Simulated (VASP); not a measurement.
A run of VASP 6.6.1:

Contents of INCAR:

```
PREC = Accurate
ENCUT = 520
EDIFF = 1E-6
ISMEAR = 0
SIGMA = 0.05
LREAL = False
LASPH = True
NELM = 150
ALGO = Normal
ISIF = 2
LWAVE = False
LCHARG = False
ISPIN = 2
MAGMOM = 2 0
LORBIT = 11
LMAXMIX = 4
GGA = CA
NBANDS = 19
```

Contents of KPOINTS:

```
regular mesh
0
Gamma
  9 9 9
```

The input POSCAR:

```
NiO
1.0
    0.0000000000      2.0936000000      2.0936000000
    2.0936000000      0.0000000000      2.0936000000
    2.0936000000      2.0936000000      0.0000000000
Ni O
1 1
Direct
    0.0000000000      0.0000000000      0.0000000000
    0.5000000000      0.5000000000      0.5000000000
```

Potentials or basis: VASP PAW LDA potentials, release 64 (Ni, O).

Launch:

```sh
$ cat potpaw_LDA.64/Ni/POTCAR potpaw_LDA.64/O/POTCAR > POTCAR
$ mpirun -np 1 vasp_std > vasp.out
```

Hardware: 1 thread of Intel(R) Xeon(R) 6975P-C (Granite Rapids), on a shared host.

Task: How long does it take, and how much memory?

Result: It took 49 s on 1 thread of Intel(R) Xeon(R) 6975P-C (Granite Rapids), on a shared host, peak memory 0.15 GiB. Counts: scf iterations 90, k points 35.
